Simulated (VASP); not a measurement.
A run of VASP 6.6.1 is set up as follows.

File INCAR:

```
ALGO = Fast ; EDIFF = 1E-6
EDIFFG = -0.01 ; ENCUT = 600
GGA = PS ; IBRION = 2
ISIF = 3 ; ISMEAR = 0
ISPIN = 2 ; LASPH = True
LCHARG = False ; LMAXMIX = 4
LORBIT = 11 ; LREAL = False
LWAVE = False ; MAGMOM = 1.25 1.25 0.55 0 0
NELM = 150 ; NSW = 80
PREC = Accurate ; SIGMA = 0.1
```

File KPOINTS:

```
k-points
0
Gamma
  6 6 6
```

POSCAR

```
Co3Sn2
1.0
    4.2229921449      0.0000000000      0.0000000000
   -2.1114960725      3.6572184775      0.0000000000
    0.0000000000      0.0000000000      5.0668540000
Co Sn
3 2
Direct
    0.0000000000      0.0000000000      0.7463570000
    0.0000000000      0.0000000000      0.2536430000
    0.6666666667      0.3333333333      0.0000000000
    0.6666666667      0.3333333333      0.5000000000
    0.3333333333      0.6666666667      0.0000000000
```

Potentials or basis: VASP PAW PBE potentials, release 64 (Co, Sn_d).

Run with:

```console
$ cat potpaw_PBE.64/Co/POTCAR potpaw_PBE.64/Sn_d/POTCAR > POTCAR
$ mpirun -np 1 vasp_std > vasp.out
```

(1) Predict the net moment.

(2) Estimate the space group after relaxing (to 0.1 Å).

## Answers

(1) 2.36 μB per cell.

(2) P-6m2 (No. 187).
